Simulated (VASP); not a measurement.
# NiO2 (P-3m1) in VASP: a series of runs, part 2 of 2

VASP 6.6.1. The steps go on from the part before.

### Step 4. Single point, LDA (9.27 Å³/atom, c/a of the conventional cell at fixed volume 1.5884)

INCAR reads:

```
SYSTEM = NiO2
PREC = Accurate
ENCUT = 700
EDIFF = 1E-6
ISMEAR = 0
SIGMA = 0.05
LREAL = .FALSE.
LASPH = .TRUE.
NELM = 120
ALGO = Normal
ISIF = 2
LWAVE = .FALSE.
LCHARG = .FALSE.
NBANDS = 22
GGA_COMPAT = .FALSE.
```

KPOINTS reads:

```
Automatic mesh
0
G
  12 12 6
  0 0 0
```

POSCAR reads:

```
NiO2
1.0
    2.7239885620      0.0000000000      0.0000000000
   -1.3619942810      2.3590432943      0.0000000000
    0.0000000000      0.0000000000      4.3267834318
Ni O
1 2
Direct
    0.0000000000      0.0000000000      0.5000000000
    0.6666666667      0.3333333333      0.7186230907
    0.3333333333      0.6666666667      0.2813769093
```

Potentials or basis: VASP PAW LDA potentials, release 64 (Ni_sv_GW, O).

Run with:

```
> cat potpaw_LDA.64/Ni_sv_GW/POTCAR potpaw_LDA.64/O/POTCAR > POTCAR
> mpirun -np 1 vasp_std > vasp.out
```

OUTCAR:

```text
SYSTEM = NiO2
   PREC = Accurate
   ENCUT = 700
   EDIFF = 1E-6
   ISMEAR = 0
   LREAL = .FALSE.
   LASPH = .TRUE.
   NELM = 120
   ISIF = 2

 ion  position               nearest neighbor table
   1  0.000  0.000  0.500-   2 1.84   3 1.84   3 1.84   2 1.84   2 1.84   3 1.84
   2  0.667  0.333  0.719-   1 1.84   1 1.84   1 1.84
   3  0.333  0.667  0.281-   1 1.84   1 1.84   1 1.84

  LATTYP: Found a hexagonal cell.
 ALAT       =     2.7239885620
 C/A-ratio  =     1.5884000000

  Lattice vectors:
[... 791 lines left out ...]

  FORCE on cell =-STRESS in cart. coord.  units (eV):
  Direction    XX          YY          ZZ          XY          YZ          ZX
  --------------------------------------------------------------------------------------
  -------------------------------------------------------------------------------------
  Total        1.1825171      1.1825171     -0.2961576      0.0000000      0.0000000      0.0000000
  in kB       68.1414937     68.1414937    -17.0658162      0.0000000      0.0000000      0.0000000
  external PRESSURE =      39.7390571 kB  Pullay stress =       0.0000000 kB

 VOLUME and BASIS-vectors are now :
 -----------------------------------------------------------------------------
  energy-cutoff  :      700.00
  volume of cell :       27.80
      direct lattice vectors                 reciprocal lattice vectors
     2.723988562  0.000000000  0.000000000     0.367108737  0.211950328  0.000000000
    -1.361994281  2.359043294  0.000000000     0.000000000  0.423900656  0.000000000
     0.000000000  0.000000000  4.326783432     0.000000000  0.000000000  0.231118570

 POSITION                                       TOTAL-FORCE (eV/Angst)
 -----------------------------------------------------------------------------------
      0.00000      0.00000      2.16339         0.000000      0.000000      0.000000
      1.36199      0.78635      3.10933         0.000000      0.000000     -0.031214
     -0.00000      1.57270      1.21746        -0.000000      0.000000      0.031214
 -----------------------------------------------------------------------------------
    total drift:                               -0.000000     -0.000000     -0.000000

  FREE ENERGIE OF THE ION-ELECTRON SYSTEM (eV)
  ---------------------------------------------------
  free  energy   TOTEN  =       -21.0720229736 eV

  energy  without entropy=      -21.0720229736  energy(sigma->0) =      -21.07202297
```

OSZICAR:

```text
N       E                     dE             d eps       ncg     rms          rms(c)
DAV:   1     0.331080602163E+03    0.33108E+03   -0.22085E+04  7176   0.532E+03
DAV:   2    -0.142431796538E+02   -0.34532E+03   -0.32650E+03  7068   0.109E+03
DAV:   3    -0.345553710189E+02   -0.20312E+02   -0.20135E+02  7124   0.290E+02
DAV:   4    -0.350230404684E+02   -0.46767E+00   -0.46710E+00  6184   0.271E+01
DAV:   5    -0.350389590975E+02   -0.15919E-01   -0.15911E-01  5910   0.434E+00    0.290E+01
DAV:   6    -0.410711571948E+02   -0.60322E+01   -0.24992E+02  6446   0.763E+02    0.364E+01
DAV:   7    -0.211997665386E+02    0.19871E+02   -0.69894E+01  6818   0.660E+02    0.604E+00
DAV:   8    -0.211133266980E+02    0.86440E-01   -0.32471E+00  7238   0.416E+01    0.284E+00
DAV:   9    -0.210748899137E+02    0.38437E-01   -0.73004E-02  6950   0.937E+00    0.997E-01
DAV:  10    -0.210726140428E+02    0.22759E-02   -0.16192E-02  7160   0.635E+00    0.231E-01
DAV:  11    -0.210722006874E+02    0.41336E-03   -0.57479E-03  6908   0.508E+00    0.133E-01
DAV:  12    -0.210720413722E+02    0.15932E-03   -0.10931E-03  7128   0.258E+00    0.418E-02
DAV:  13    -0.210720325341E+02    0.88382E-05   -0.17230E-04  6888   0.977E-01    0.282E-02
DAV:  14    -0.210720230876E+02    0.94465E-05   -0.36462E-05  6678   0.425E-01    0.221E-03
DAV:  15    -0.210720229736E+02    0.11397E-06   -0.10590E-06  3356   0.199E-02
   1 F= -.21072023E+02 E0= -.21072023E+02  d E =-.130848E-27
```

stdout:

```text
POSCAR found type information on POSCAR NiO
 POSCAR found :  2 types and       3 ions
 scaLAPACK will be used
 LDA part: xc-table for (Slater(with rela. corr.)+CA(PZ))
 , standard interpolation
 POSCAR, INCAR and KPOINTS ok, starting setup
 FFT: planning ... GRIDC
 FFT: planning ... GRID_SOFT
 FFT: planning ... GRID
 WAVECAR not read
 entering main loop
```

It took 40 s on 1 thread of Intel Xeon 6975P-C (Granite Rapids), shared host; peak memory 0.22 GiB.

Results:

```yaml
Free_energy: -21.0720 eV
Pressure: 4.0 GPa
Largest_force: 0.031 eV/Å
Band_gap_on_the_k_mesh: 0.82 eV (least direct gap 1.03 eV)
```

Forces in eV/Å, atoms in the order of the input:
```
Ni   0.000  0.000  0.000
O    0.000  0.000 -0.031
O    0.000  0.000  0.031
```

Caveat: the cell differs from its parent crystal (c/a of the conventional cell at fixed volume 1.5884); the stress differs along the axes, from -2 to 7 GPa; the run has no spin polarisation, though such a crystal can be magnetic. Spin polarisation is off, so any magnetic state and its effect on volume and gap are missing.

### Step 5. Single point, LDA

This run uses another cell than the first one, of the same volume but with other edges.

INCAR reads:

```
PREC     = Accurate       # precision mode
ENCUT    = 700            # plane-wave cutoff, eV
EDIFF    = 1E-6           # SCF threshold, eV
ISMEAR   = 0              # smearing method
SIGMA    = 0.05           # smearing width, eV
LREAL    = F              # projectors in reciprocal space
LASPH    = T              # aspherical terms in the spheres
NELM     = 120            # most SCF steps
ALGO     = Normal         # electronic algorithm
ISIF     = 2              # what is computed and relaxed
LWAVE    = F              # write WAVECAR
LCHARG   = F              # write CHGCAR
NBANDS   = 22             # bands
GGA_COMPAT= F
```

KPOINTS reads:

```
regular mesh
0
Gamma
  12 12 6
```

POSCAR reads:

```
NiO2
1.0
    2.8940625823      0.0000000000      0.0000000000
   -1.4470312911      2.5063317164      0.0000000000
    0.0000000000      0.0000000000      3.8331858902
Ni O
1 2
Direct
    0.0000000000      0.0000000000      0.5000000000
    0.6666666667      0.3333333333      0.6948483030
    0.3333333333      0.6666666667      0.3051516970
```

Run with:

```
> cat potpaw_LDA.64/Ni_sv_GW/POTCAR potpaw_LDA.64/O/POTCAR > POTCAR
> mpirun -np 1 vasp_std > vasp.out
```

Wall time 54 s (1 thread of Intel Xeon 6975P-C (Granite Rapids), shared host); peak memory 0.24 GiB.

It converged, with:

```
Free energy            : -20.7167 eV
Pressure               : 6.2 GPa
Largest force          : 2.114 eV/Å
Band gap on the k mesh : 0.42 eV (least direct gap 0.79 eV)
```

Forces on the atoms (eV/Å):
```
Ni   0.000  0.000  0.000
O    0.000  0.000  2.114
O    0.000  0.000 -2.114
```

Stress tensor (GPa, compression positive):
```
 0.53  0.00  0.00
 0.00  0.53  0.00
 0.00  0.00 17.61
```

Levels at points of the mesh, in eV from the valence-band top:
| k point | band 11 | band 12 | band 13 | band 14 | band 15 | band 16 | band 17 | band 18 | band 19 | band 20 |
| --- | --- | --- | --- | --- | --- | --- | --- | --- | --- | --- |
| (0.00, 0.00, 0.00) | -2.49 | -1.79 | -1.79 | -0.95 | -0.27 | 2.01 | 2.01 | 7.45 | 10.73 | 17.84 |
| (0.50, 0.00, 0.00) | -4.10 | -2.37 | -2.30 | -2.24 | -1.17 | 0.96 | 2.20 | 11.80 | 12.48 | 13.64 |
| (0.00, 0.00, 0.50) | -2.51 | -2.51 | -1.90 | -1.90 | 0.00 | 2.13 | 2.13 | 9.46 | 10.74 | 16.40 |
| (0.50, 0.00, 0.50) | -3.69 | -2.38 | -2.13 | -1.24 | -1.14 | 0.92 | 1.99 | 10.32 | 12.83 | 15.10 |

Caveat: the cell differs from its parent crystal (atoms shifted along a free coordinate, c/a of the conventional cell at fixed volume 1.3245); the stress differs along the axes, from 1 to 18 GPa; the run has no spin polarisation, though such a crystal can be magnetic; forces of over 1 eV/Å act on the atoms, so gaps and moduli don't describe the material at rest. Spin polarisation is off, so any magnetic state and its effect on volume and gap are missing.

### Step 6. Single point, LDA

INCAR reads:

```
  ALGO = Normal
  EDIFF = 1E-6
  ENCUT = 700
  GGA_COMPAT = False
  ISIF = 2
  ISMEAR = 0
  LASPH = True
  LCHARG = True
  LELF = True
  LREAL = False
  LVHAR = True
  LWAVE = False
  NBANDS = 22
  NELM = 120
  PREC = Accurate
  SIGMA = 0.05
```

KPOINTS reads:

```
k-points
0
Gamma
  12 12 6
```

POSCAR reads:

```
NiO2
1.0
    2.6872726493      0.0000000000      0.0000000000
   -1.3436363247      2.3272463812      0.0000000000
    0.0000000000      0.0000000000      4.4458238710
Ni O
1 2
Direct
    0.0000000000      0.0000000000      0.5000000000
    0.6666666667      0.3333333333      0.6829609091
    0.3333333333      0.6666666667      0.3170390909
```

Potentials or basis: VASP PAW LDA potentials, release 64 (Ni_sv_GW, O).

Run with:

```
> cat potpaw_LDA.64/Ni_sv_GW/POTCAR potpaw_LDA.64/O/POTCAR > POTCAR
> mpirun -np 1 vasp_std > vasp.out
```

OUTCAR:

```text
EDIFF = 1E-6
   ENCUT = 700
   ISIF = 2
   ISMEAR = 0
   LASPH = True
   LREAL = False
   NELM = 120
   PREC = Accurate

 ion  position               nearest neighbor table
   1  0.000  0.000  0.500-   2 1.75   3 1.75   2 1.75   3 1.75   2 1.75   3 1.75
   2  0.667  0.333  0.683-   1 1.75   1 1.75   1 1.75
   3  0.333  0.667  0.317-   1 1.75   1 1.75   1 1.75

  LATTYP: Found a hexagonal cell.
 ALAT       =     2.6872726493
 C/A-ratio  =     1.6544000000

  Lattice vectors:

 A1 = (   2.6872726493,   0.0000000000,   0.0000000000)
 A2 = (  -1.3436363247,   2.3272463812,   0.0000000000)
 A3 = (   0.0000000000,   0.0000000000,   4.4458238710)

Analysis of symmetry for initial positions (statically):
=====================================================================
 Subroutine PRICEL returns:
 Original cell was already a primitive cell.

 Routine SETGRP: Setting up the symmetry group for a
 hexagonal supercell.

 Subroutine GETGRP returns: Found 12 space group operations
 (whereof 12 operations were pure point group operations)
 out of a pool of 24 trial point group operations.

The static configuration has the point symmetry D_3d.

Analysis of symmetry for dynamics (positions and initial velocities):
=====================================================================
 Subroutine PRICEL returns:
 Original cell was already a primitive cell.

 Routine SETGRP: Setting up the symmetry group for a
 hexagonal supercell.

 Subroutine GETGRP returns: Found 12 space group operations
 (whereof 12 operations were pure point group operations)
 out of a pool of 24 trial point group operations.

The dynamic configuration has the point symmetry D_3d.

 Subroutine INISYM returns: Found 12 space group operations
 (whereof 12 operations are pure point group operations),
 and found     1 'primitive' translations

[... 111 lines left out ...]
   ISMEAR =     0;   SIGMA  =   0.05  broadening in eV -4-tet -1-fermi 0-gaus
   EFERMI_NEDOS =   21; number of points for ismear=-14 and -15
   IALGO  =     38    algorithm
   IMIX   =      4    mixing-type and parameters
     AMIX     =   0.40;   BMIX     =  1.00
     AMIX_MAG =   1.60;   BMIX_MAG =  1.00
  volume/ion in A,a.u.               =       9.27        62.54
  Fermi-wavevector in a.u.,A,eV,Ry     =   1.679113  3.173063 38.360522  2.819419
  Thomas-Fermi vector in A             =   2.763082
   LORBIT       =      0    0 simple, 1 ext, 2 COOP (PROOUT), +10 PAW based schemes
   GGA     = CA    functional components
   LHFCALC =     F    Hartree Fock is set to
   AEXX    =    0.0000 exact exchange contribution
   IVDW    =     0    specifies the selected vdW correction
   LEPSILON=     F    determine dielectric tensor
   LRPA    =     F    only Hartree local field effects (RPA)
 non-spin polarized calculation
 Gauss-broadening in eV      SIGMA  =   0.05
  energy-cutoff  :      700.00
  volume of cell :       27.80
 maximum number of plane-waves:      1189
   NGX = 11   NGY = 11   NGZ = 19

 number of electron      29.9999982 magnetization

 Free energy of the ion-electron system (eV)
  ---------------------------------------------------
  ext. energy  EPLUGINS =         0.00000000
  ---------------------------------------------------
  free energy    TOTEN  =       -20.48394054 eV

  energy without entropy =      -20.48394054  energy(sigma->0) =      -20.48394054

 E-fermi :   3.9291     XC(G=0): -12.1495

 val. band max:        3.6146917819   @ k =   0.0833   0.0000   0.5000
 cond. band min:       4.6359647461   @ k =   0.3333   0.0000   0.3333
 fundamental gap:      1.0212729642
 Fermi energy:         3.9291024287

 k-point     1 :       0.0000    0.0000    0.0000
  band No.  band energies     occupation
      1    -100.3278      2.00000
      2     -61.4575      2.00000
      3     -61.4575      2.00000
      4     -60.9723      2.00000
      5     -17.9893      2.00000
      6     -13.9472      2.00000
[... 589 lines left out ...]
     21      21.6887      0.00000
     22      24.2801      0.00000

 [... further k-points ...]

------------------------ aborting loop because EDIFF is reached ----------------------------------------

  FORCE on cell =-STRESS in cart. coord.  units (eV):
  Direction    XX          YY          ZZ          XY          YZ          ZX
  --------------------------------------------------------------------------------------
  -------------------------------------------------------------------------------------
  Total        8.0427446      8.0427446      5.6521342     -0.0000000      0.0000000     -0.0000000
  in kB      463.4560050    463.4560050    325.6992028     -0.0000000      0.0000000     -0.0000000
  external PRESSURE =     417.5370710 kB  Pullay stress =       0.0000000 kB

 VOLUME and BASIS-vectors are now :
 -----------------------------------------------------------------------------
  energy-cutoff  :      700.00
  volume of cell :       27.80
      direct lattice vectors                 reciprocal lattice vectors
     2.687272649  0.000000000  0.000000000     0.372124503  0.214846182  0.000000000
    -1.343636325  2.327246381  0.000000000     0.000000000  0.429692364  0.000000000
     0.000000000  0.000000000  4.445823871     0.000000000  0.000000000  0.224930188

 POSITION                                       TOTAL-FORCE (eV/Angst)
 -----------------------------------------------------------------------------------
      0.00000      0.00000      2.22291         0.000000      0.000000      0.000000
      1.34364      0.77575      3.03632        -0.000000     -0.000000      3.720835
     -0.00000      1.55150      1.40950         0.000000      0.000000     -3.720835
 -----------------------------------------------------------------------------------
    total drift:                                0.000000      0.000000     -0.000000

  FREE ENERGIE OF THE ION-ELECTRON SYSTEM (eV)
  ---------------------------------------------------
  free  energy   TOTEN  =       -20.4839405436 eV

  energy  without entropy=      -20.4839405436  energy(sigma->0) =      -20.48394054
```

stdout:

```text
POSCAR found type information on POSCAR NiO
 POSCAR found :  2 types and       3 ions
 scaLAPACK will be used
 LDA part: xc-table for (Slater(with rela. corr.)+CA(PZ))
 , standard interpolation
 POSCAR, INCAR and KPOINTS ok, starting setup
 FFT: planning ... GRIDC
 FFT: planning ... GRID_SOFT
 FFT: planning ... GRID
 WAVECAR not read
 entering main loop
```

Wall time 2.1 min (1 thread of Intel Xeon Platinum 8375C at 2.90GHz (Ice Lake), shared host); peak memory 0.23 GiB.

Results:

```
Free energy            : -20.4839 eV
Pressure               : 41.8 GPa
Largest force          : 3.721 eV/Å
Band gap on the k mesh : 1.02 eV (least direct gap 1.59 eV)
```

Forces on the atoms (eV/Å):
```
Ni   0.000  0.000  0.000
O    0.000  0.000  3.721
O    0.000  0.000 -3.721
```

Levels at points of the mesh, in eV from the valence-band top:
```csv
k point,band 11,band 12,band 13,band 14,band 15,band 16,band 17,band 18,band 19,band 20
"(0.00, 0.00, 0.00)",-2.99,-1.80,-1.80,-1.61,-0.38,2.64,2.64,8.02,11.51,15.82
"(0.50, 0.00, 0.00)",-4.22,-2.65,-2.59,-2.37,-1.32,1.65,2.56,12.87,12.89,14.43
"(0.00, 0.00, 0.50)",-3.00,-2.89,-1.83,-1.83,-0.01,2.67,2.67,9.68,11.52,13.25
"(0.50, 0.00, 0.50)",-4.16,-2.59,-2.38,-2.06,-1.45,1.66,2.49,11.47,13.27,15.19
```

Caveat: the cell differs from its parent crystal (atoms shifted along a free coordinate, c/a of the conventional cell at fixed volume 1.6544); the stress differs along the axes, from 33 to 46 GPa; the run has no spin polarisation, though such a crystal can be magnetic; forces of over 1 eV/Å act on the atoms, so gaps and moduli don't describe the material at rest. Spin polarisation is off, so any magnetic state and its effect on volume and gap are missing.

### Step 7. Overview

```tsv
cell	gap on the mesh (eV)	pressure (GPa)	largest force (eV/Å)
a = 2.687, b = 2.687, c = 4.446 Å, angles 90.0, 90.0, 120.0°, 3 atoms, atomic positions A	0.88	6.7	0.18
a = 2.848, b = 2.848, c = 3.959 Å, angles 90.0, 90.0, 120.0°, 3 atoms, atomic positions B	0.51	2.5	1.26
a = 2.724, b = 2.724, c = 4.327 Å, angles 90.0, 90.0, 120.0°, 3 atoms, atomic positions A	0.82	4.0	0.03
a = 2.894, b = 2.894, c = 3.833 Å, angles 90.0, 90.0, 120.0°, 3 atoms, atomic positions C	0.42	6.2	2.11
a = 2.687, b = 2.687, c = 4.446 Å, angles 90.0, 90.0, 120.0°, 3 atoms, atomic positions D	1.02	41.8	3.72
```

Alike in all rows: task single point; level LDA; potentials or basis VASP PAW LDA potentials, release 64 (Ni_sv_GW, O); no spin polarisation; k mesh 12 × 12 × 6; cutoff (eV) 700; smearing gaussian 0.05 eV.

Caveats: the run has no spin polarisation, though such a crystal can be magnetic; forces of over 1 eV/Å act on the atoms, so gaps and moduli don't describe the material at rest (at least some runs); the stress differs along the axes, from -4 to 12 GPa (at least some runs); the stress differs along the axes, from -2 to 11 GPa (at least some runs); the stress differs along the axes, from -2 to 7 GPa (at least some runs); the stress differs along the axes, from 1 to 18 GPa (at least some runs); the stress differs along the axes, from 33 to 46 GPa (at least some runs).

Total energies depend on the potentials used, so only differences within one code and one set of settings carry meaning.
